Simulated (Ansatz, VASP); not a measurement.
**TaN in VASP and in Ansatz**

```
Ta N
1.0
     0.00000    2.17900    2.17900
     2.17900    0.00000    2.17900
     2.17900    2.17900    0.00000
Ta N
1 1
Direct
  0.50000 0.50000 0.50000
  0.00000 0.00000 0.00000
```

Alike in both runs: task single point; functional PBEsol; k mesh 20 × 20 × 20; occupations gaussian, width 0.15 eV; no spin polarisation.

|  | VASP | Ansatz |
| --- | --- | --- |
| version | VASP 6.6.1 | Ansatz 0.2.0 |
| potentials or method | VASP PAW PBE potentials, release 64 (Ta_sv_GW, N), cutoff 700 eV | scalar-relativistic, plane waves, PAW |
| valence electrons in the cell | 18 | 18 |

Ansatz gave:

```
gap on the k mesh at the Fermi level (eV) : none
pressure (GPa)                            : 4.4
```

Task: What did VASP give for the same quantities?

Result: gap on the k mesh at the Fermi level (eV): none; pressure (GPa): 4.5.

VASP's potentials were made for PBE, not for PBEsol. A gap of «none» marks a metal or a gap that the smearing closes. With one functional, cell and mesh, what is left measures potentials, basis and numerics.

Spin-orbit coupling is off throughout.
